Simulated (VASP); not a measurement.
The system is InP.

```
In P
1.0
     0.00000    2.95379    2.95379
     2.95379    0.00000    2.95379
     2.95379    2.95379    0.00000
In P
1 1
Direct
  0.00000 0.00000 0.00000
  0.25000 0.25000 0.25000
```

Base run:

| Quantity | Value |
| --- | --- |
| Program | VASP 6.6.1 |
| Functional | LDA |
| Potentials or basis | VASP PAW LDA potentials, release 64 (In_d, P) |
| Cutoff | 500 eV |
| k mesh | 6 × 6 × 6 |
| Occupations | gaussian, width 0.01 eV |
| Spin | no spin polarisation |

Its results: band gap on the k mesh 0.38 eV, direct; pressure -2.7 GPa.

Q: The run is repeated on the same cell with these changes: functional from LDA to r2SCAN; potentials or basis from VASP PAW LDA potentials, release 64 (In_d, P) to VASP PAW PBE potentials, release 64 (In_d, P); cutoff from 500 eV to 550 eV. What comes out?

A: Band gap on the k mesh 1.03 eV, direct; pressure -0.1 GPa.

Caveats: spin-orbit coupling is left out, which moves the levels of the heavy elements; the PAW data sets were made with another functional, which shifts forces and pressure a little (some runs).

